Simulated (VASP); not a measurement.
# B (Ia-3d) in VASP: further runs, part 2 of 3

VASP 6.6.1. Earlier steps stand in the parts before.

## (3) Relaxation of cell and atoms, PBE

This run uses another cell than the first one, of 7.76 Å³/atom, 0.998 times its volume.

Contents of INCAR:

```
SYSTEM = B
PREC     = Accurate       ! precision mode
ENCUT    = 600            ! plane-wave cutoff, eV
EDIFF    = 1E-6           ! SCF threshold, eV
ISMEAR   = 0              ! smearing method
SIGMA    = 0.1            ! smearing width, eV
LREAL    = .FALSE.        ! projectors in reciprocal space
LASPH    = .TRUE.         ! aspherical terms in the spheres
NELM     = 100            ! most SCF steps
ALGO     = Normal         ! electronic algorithm
ISIF     = 3              ! what is computed and relaxed
LWAVE    = .FALSE.        ! write WAVECAR
LCHARG   = .FALSE.        ! write CHGCAR
GGA      = PE             ! functional
IBRION   = 2              ! ionic algorithm
NSW      = 100            ! ionic steps
EDIFFG   = -0.01          ! ionic threshold
```

Contents of KPOINTS:

```
regular mesh
0
G
  10 10 10
  0 0 0
```

Contents of POSCAR:

```
B
1.0
   -2.8555206957      2.8555206957      2.8555206957
    2.8555206957     -2.8555206957      2.8555206957
    2.8555206957      2.8555206957     -2.8555206957
B
12
Direct
    0.1250000000      0.7500000000      0.8750000000
    0.7500000000      0.3750000000      0.6250000000
    0.6250000000      0.3750000000      0.2500000000
    0.7500000000      0.8750000000      0.1250000000
    0.1250000000      0.8750000000      0.2500000000
    0.2500000000      0.1250000000      0.8750000000
    0.8750000000      0.1250000000      0.7500000000
    0.3750000000      0.6250000000      0.7500000000
    0.3750000000      0.2500000000      0.6250000000
    0.8750000000      0.2500000000      0.1250000000
    0.2500000000      0.6250000000      0.3750000000
    0.6250000000      0.7500000000      0.3750000000
```

Potentials or basis: VASP PAW PBE potentials, release 64 (B).

On the command line:

```bash
$ cat potpaw_PBE.64/B/POTCAR > POTCAR
$ mpirun -np 1 vasp_std > vasp.out
```

OUTCAR:

```text
SYSTEM = B
   PREC = Accurate
   ENCUT = 600
   EDIFF = 1E-6
   ISMEAR = 0
   LREAL = .FALSE.
   LASPH = .TRUE.
   NELM = 100
   ISIF = 3
   GGA = PE
   IBRION = 2
   NSW = 100
   EDIFFG = -0.01

 ion  position               nearest neighbor table
   1  0.125  0.750  0.875-   2 1.75   5 1.75   6 1.75   8 1.75
   2  0.750  0.375  0.625-   1 1.75   3 1.75   7 1.75   9 1.75
   3  0.625  0.375  0.250-   2 1.75   6 1.75  10 1.75  12 1.75
   4  0.750  0.875  0.125-   5 1.75   8 1.75  10 1.75  12 1.75
   5  0.125  0.875  0.250-   1 1.75   4 1.75   9 1.75  11 1.75
   6  0.250  0.125  0.875-   1 1.75   3 1.75   7 1.75   9 1.75
   7  0.875  0.125  0.750-   2 1.75   6 1.75  10 1.75  12 1.75
   8  0.375  0.625  0.750-   1 1.75   4 1.75   9 1.75  11 1.75
   9  0.375  0.250  0.625-   2 1.75   5 1.75   6 1.75   8 1.75
  10  0.875  0.250  0.125-   3 1.75   4 1.75   7 1.75  11 1.75
  11  0.250  0.625  0.375-   5 1.75   8 1.75  10 1.75  12 1.75
  12  0.625  0.750  0.375-   3 1.75   4 1.75   7 1.75  11 1.75

  LATTYP: Found a body centered cubic cell.
 ALAT       =     5.7110413914

  Lattice vectors:

 A1 = (  -2.8555206957,   2.8555206957,   2.8555206957)
 A2 = (   2.8555206957,  -2.8555206957,   2.8555206957)
 A3 = (   2.8555206957,   2.8555206957,  -2.8555206957)

Analysis of symmetry for initial positions (statically):
=====================================================================
 Subroutine PRICEL returns:
 Original cell was already a primitive cell.

 Routine SETGRP: Setting up the symmetry group for a
 body centered cubic supercell.

 Subroutine GETGRP returns: Found 48 space group operations
 (whereof  6 operations were pure point group operations)
 out of a pool of 48 trial point group operations.

The static configuration has the point symmetry S_6 .
 The point group associated with its full space group is O_h .

Analysis of symmetry for dynamics (positions and initial velocities):
=====================================================================
[... 218 lines left out ...]
  FREE ENERGIE OF THE ION-ELECTRON SYSTEM (eV)
  ---------------------------------------------------
  free  energy   TOTEN  =       -70.2962660156 eV

  energy  without entropy=      -70.2815709525  energy(sigma->0) =      -70.28891848

--------------------------------------- Ionic step        2  -------------------------------------------

 number of electron      35.9999998 magnetization

 Free energy of the ion-electron system (eV)
  ---------------------------------------------------
  ext. energy  EPLUGINS =         0.00000000
  ---------------------------------------------------
  free energy    TOTEN  =       -70.29648381 eV

  energy without entropy =      -70.28177234  energy(sigma->0) =      -70.28912807

 E-fermi :   5.2637     XC(G=0): -11.5110

 val. band max:        5.2538825958   @ k =   0.2000   0.2000   0.0000
 cond. band min:       5.3111449820   @ k =  -0.2000   0.3000   0.1000
 fundamental gap:      0.0572623862
 Fermi energy:         5.2636776442

 k-point     1 :       0.0000    0.0000    0.0000
  band No.  band energies     occupation
      1      -8.9864      2.00000
      2      -2.5809      2.00000
      3      -2.5809      2.00000
      4      -2.5809      2.00000
      5      -2.2111      2.00000
      6      -2.2111      2.00000
[... 661 lines left out ...]
     24       7.4784      0.00000
     25      10.7761      0.00000

 [... further k-points ...]
[... 5 lines left out ...]
  --------------------------------------------------------------------------------------
  -------------------------------------------------------------------------------------
  Total       -0.0876648     -0.0876648     -0.0876648     -0.0000000     -0.0000000      0.0000000
  in kB       -1.5037018     -1.5037018     -1.5037018     -0.0000000     -0.0000000      0.0000000
  external PRESSURE =      -1.5037018 kB  Pullay stress =       0.0000000 kB

 VOLUME and BASIS-vectors are now :
 -----------------------------------------------------------------------------
  energy-cutoff  :      600.00
  volume of cell :       93.41
      direct lattice vectors                 reciprocal lattice vectors
    -2.858279853  2.858279853  2.858279853     0.000000000  0.174930387  0.174930387
     2.858279853 -2.858279853  2.858279853     0.174930387  0.000000000  0.174930387
     2.858279853  2.858279853 -2.858279853     0.174930387  0.174930387  0.000000000

 POSITION                                       TOTAL-FORCE (eV/Angst)
 -----------------------------------------------------------------------------------
      4.28742      0.71457     -0.00000         0.000000      0.000000     -0.000000
      0.71457      2.85828      1.42914        -0.000000     -0.000000      0.000000
     -0.00000      1.42914      2.14371         0.000000     -0.000000      0.000000
      0.71457     -0.00000      4.28742         0.000000     -0.000000      0.000000
      2.85828     -1.42914      2.14371        -0.000000      0.000000     -0.000000
      2.14371      2.85828     -1.42914         0.000000     -0.000000      0.000000
     -0.00000      4.28742      0.71457         0.000000     -0.000000     -0.000000
      2.85828      1.42914      0.71457         0.000000      0.000000     -0.000000
      1.42914      2.14371      0.00000        -0.000000      0.000000      0.000000
     -1.42914      2.14371      2.85828        -0.000000     -0.000000      0.000000
      2.14371      0.00000      1.42914        -0.000000      0.000000     -0.000000
      1.42914      0.71457      2.85828        -0.000000     -0.000000     -0.000000
 -----------------------------------------------------------------------------------
    total drift:                               -0.000000      0.000000      0.000000

  FREE ENERGIE OF THE ION-ELECTRON SYSTEM (eV)
  ---------------------------------------------------
  free  energy   TOTEN  =       -70.2964838075 eV

  energy  without entropy=      -70.2817723404  energy(sigma->0) =      -70.28912807

 reached required accuracy - stopping structural energy minimisation
```

OSZICAR:

```text
N       E                     dE             d eps       ncg     rms          rms(c)
DAV:   1     0.821485131455E+02    0.82149E+02   -0.18066E+04  2350   0.146E+03
DAV:   2    -0.660589151690E+02   -0.14821E+03   -0.14128E+03  3190   0.236E+02
DAV:   3    -0.719300186446E+02   -0.58711E+01   -0.57202E+01  2801   0.422E+01
DAV:   4    -0.720119691705E+02   -0.81951E-01   -0.81600E-01  2573   0.512E+00
DAV:   5    -0.720130727979E+02   -0.11036E-02   -0.11031E-02  2685   0.556E-01    0.887E+00
DAV:   6    -0.707693628739E+02    0.12437E+01   -0.69494E-01  2420   0.415E+00    0.520E+00
DAV:   7    -0.702928835094E+02    0.47648E+00   -0.97446E-01  2503   0.485E+00    0.626E-01
DAV:   8    -0.702961468469E+02   -0.32633E-02   -0.22048E-02  2459   0.859E-01    0.631E-02
DAV:   9    -0.702962468233E+02   -0.99976E-04   -0.26523E-04  2807   0.973E-02    0.266E-02
DAV:  10    -0.702962661619E+02   -0.19339E-04   -0.18508E-05  2461   0.280E-02    0.512E-03
DAV:  11    -0.702962660156E+02    0.14631E-06   -0.21224E-06  1378   0.830E-03
   1 F= -.70296266E+02 E0= -.70288918E+02  d E =-.702963E+02
       N       E                     dE             d eps       ncg     rms          rms(c)
DAV:   1    -0.702965665874E+02   -0.30043E-03   -0.66398E-03  2387   0.673E-01    0.523E-02
DAV:   2    -0.702965147787E+02    0.51809E-04   -0.80631E-05  2453   0.510E-02    0.299E-02
DAV:   3    -0.702964840203E+02    0.30758E-04   -0.39557E-05  2400   0.332E-02    0.228E-03
DAV:   4    -0.702964838075E+02    0.21280E-06   -0.50708E-07  1271   0.424E-03
   2 F= -.70296484E+02 E0= -.70289128E+02  d E =-.217792E-03
```

CONTCAR:

```text
B
   1.00000000000000
    -2.8582798526765223    2.8582798526765223    2.8582798526765223
     2.8582798526765223   -2.8582798526765223    2.8582798526765223
     2.8582798526765223    2.8582798526765223   -2.8582798526765223
  B
    12
Direct
     0.1250000000000000    0.7500000000000000    0.8750000000000000
     0.7500000000000000    0.3750000000000000    0.6250000000000000
     0.6250000000000000    0.3750000000000000    0.2500000000000000
     0.7500000000000000    0.8750000000000000    0.1250000000000000
     0.1250000000000000    0.8750000000000000    0.2500000000000000
     0.2500000000000000    0.1250000000000000    0.8750000000000000
     0.8750000000000000    0.1250000000000000    0.7500000000000000
     0.3750000000000000    0.6250000000000000    0.7500000000000000
     0.3750000000000000    0.2500000000000000    0.6250000000000000
     0.8750000000000000    0.2500000000000000    0.1250000000000000
     0.2500000000000000    0.6250000000000000    0.3750000000000000
     0.6250000000000000    0.7500000000000000    0.3750000000000000

  0.00000000E+00  0.00000000E+00  0.00000000E+00
  0.00000000E+00  0.00000000E+00  0.00000000E+00
  0.00000000E+00  0.00000000E+00  0.00000000E+00
  0.00000000E+00  0.00000000E+00  0.00000000E+00
  0.00000000E+00  0.00000000E+00  0.00000000E+00
  0.00000000E+00  0.00000000E+00  0.00000000E+00
  0.00000000E+00  0.00000000E+00  0.00000000E+00
  0.00000000E+00  0.00000000E+00  0.00000000E+00
  0.00000000E+00  0.00000000E+00  0.00000000E+00
  0.00000000E+00  0.00000000E+00  0.00000000E+00
  0.00000000E+00  0.00000000E+00  0.00000000E+00
  0.00000000E+00  0.00000000E+00  0.00000000E+00
```

It took 2 min on 1 thread of Intel Xeon Platinum 8259CL at 2.50GHz (Skylake/Cascade Lake), shared host; peak memory 0.28 GiB.

What came out:

| Property | Result |
| --- | --- |
| Free energy | -70.2965 eV |
| Relaxed volume | 7.78 Å³/atom |
| Relaxed cell | a = 4.951 Å, b = 4.951 Å, c = 4.951 Å, α = 109.47°, β = 109.47°, γ = 109.47° |
| Space group after relaxing (to 0.05 Å) | Ia-3d (No. 230) |
| Energy gained by relaxing | 0.0 meV/atom |
| Ionic steps | 2 |
| Pressure after relaxing | -0.2 GPa |
| Band gap on the k mesh | zero (band 18 reaches 6.28 eV, above the bottom of band 19 at 4.66 eV) |

Step by step:
```
step  energy change (eV)  largest force (eV/Å)  pressure (GPa)  volume (Å³)
   1              0.0000                0.0000            0.41        93.14
   2             -0.0002                0.0000           -0.15        93.41
```

Final structure:
```cif
data_structure
_symmetry_space_group_name_H-M 'P 1'
_symmetry_Int_Tables_number 1
_cell_length_a 4.9507
_cell_length_b 4.9507
_cell_length_c 4.9507
_cell_angle_alpha 109.471
_cell_angle_beta 109.471
_cell_angle_gamma 109.471
_cell_volume 93.41
loop_
_atom_site_label
_atom_site_type_symbol
_atom_site_fract_x
_atom_site_fract_y
_atom_site_fract_z
_atom_site_occupancy
B1 B 0.12500 0.75000 0.87500 1
B2 B 0.75000 0.37500 0.62500 1
B3 B 0.62500 0.37500 0.25000 1
B4 B 0.75000 0.87500 0.12500 1
B5 B 0.12500 0.87500 0.25000 1
B6 B 0.25000 0.12500 0.87500 1
B7 B 0.87500 0.12500 0.75000 1
B8 B 0.37500 0.62500 0.75000 1
B9 B 0.37500 0.25000 0.62500 1
B10 B 0.87500 0.25000 0.12500 1
B11 B 0.25000 0.62500 0.37500 1
B12 B 0.62500 0.75000 0.37500 1
```

## (4) Single point, PBE

This run uses another cell than the first one, of 7.76 Å³/atom, 0.998 times its volume.

Contents of INCAR:

```
PREC = Accurate
ENCUT = 520
EDIFF = 1E-6
ISMEAR = 0
SIGMA = 0.1
LREAL = False
LASPH = True
NELM = 100
ALGO = Normal
ISIF = 2
LWAVE = False
LCHARG = False
GGA = PE
NBANDS = 30
```

Contents of KPOINTS:

```
Automatic mesh
0
Gamma
  4 4 4
```

POSCAR is that of step 3.

On the command line:

```bash
$ cat potpaw_PBE.64/B/POTCAR > POTCAR
$ mpirun -np 1 vasp_std > vasp.out
```

It took 22 s on 1 thread of Intel Xeon Platinum 8259CL at 2.50GHz (Skylake/Cascade Lake), shared host; peak memory 0.21 GiB.

Results (log left out):

```
Free energy            : -70.3061 eV
Pressure               : 0.0 GPa
Band gap on the k mesh : zero (band 18 reaches 5.92 eV, above the bottom of band 19 at 4.73 eV)
```

Levels at points of the mesh, in eV from the Fermi level:
```
           k point  band 14  band 15  band 16  band 17  band 18  band 19  band 20  band 21
(0.00, 0.00, 0.00)    -2.01    -2.01    -2.01     0.26     0.26     2.12     2.12     2.12
(0.50, 0.00, 0.00)    -2.92    -1.74    -1.74    -1.06    -1.06    -0.01    -0.01     1.56
(0.50, 0.50, 0.50)    -3.75    -1.09    -1.09    -1.09    -1.09     1.74     1.74     1.74
```

Caveat: the k points lie up to 0.39 Å⁻¹ apart.

(Continued in part 3 of 3.)
